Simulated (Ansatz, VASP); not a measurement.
**One calculation of ZnS3, two programs**

```xyz
4
Lattice="-2.5544 2.5544 2.5544 2.5544 -2.5544 2.5544 2.5544 2.5544 -2.5544" Properties=species:S:1:pos:R:3 pbc="T T T"
Zn    0.0000    0.0000    0.0000
S     2.5544    0.0000    0.0000
S     0.0000    2.5544    0.0000
S     0.0000    0.0000    2.5544
```

Alike in both runs: functional PBE; k mesh 6 × 6 × 6; occupations gaussian, width 0.1 eV; no spin polarisation.

Ansatz relaxed the structure, and its values are those at the end. VASP's run is a single point on that final structure, the one shown.

|  | VASP | Ansatz |
| --- | --- | --- |
| version | VASP 6.6.1 | Ansatz 0.2.0 |
| potentials or method | VASP PAW PBE potentials, release 64 (Zn, S), cutoff 520 eV | scalar-relativistic, plane waves, PAW |
| valence electrons in the cell | 30 | 30 |

|  | VASP | Ansatz | Ansatz less VASP |
| --- | --- | --- | --- |
| gap on the k mesh at the Fermi level (eV) | none | none | - |
| pressure (GPa) | -0.1 | -0.1 | +0.03 |

A gap of «none» marks a metal or a gap that the smearing closes.
